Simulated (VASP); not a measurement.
Input of a VASP 6.6.1 run:

File INCAR:

```
PREC = Accurate
ENCUT = 500
EDIFF = 1E-6
ISMEAR = -1
SIGMA = 0.1
LREAL = F
LASPH = T
NELM = 200
ALGO = Normal
ISIF = 2
LWAVE = F
LCHARG = T
ISPIN = 2
MAGMOM = 0
LORBIT = 11
NUPDOWN = 0.0
LMAXMIX = 4
GGA = PE
LELF = T
LVHAR = T
NBANDS = 16
GGA_COMPAT = F
```

KPOINTS

```
Automatic mesh
0
Gamma
  13 13 13
```

Contents of POSCAR:

```
Cr
1.0
   -1.4419500000      1.4419500000      1.4419500000
    1.4419500000     -1.4419500000      1.4419500000
    1.4419500000      1.4419500000     -1.4419500000
Cr
1
Direct
    0.0000000000      0.0000000000      0.0000000000
```

Potentials or basis: VASP PAW PBE potentials, release 64 (Cr_pv).

Command:

```bash
$ cat potpaw_PBE.64/Cr_pv/POTCAR > POTCAR
$ mpirun -np 1 vasp_std > vasp.out
```

Task: Predict the pressure.

Result: -9.5 GPa.

Caveat: the cell stands under tension; the total moment is fixed, so each spin has its own Fermi level.
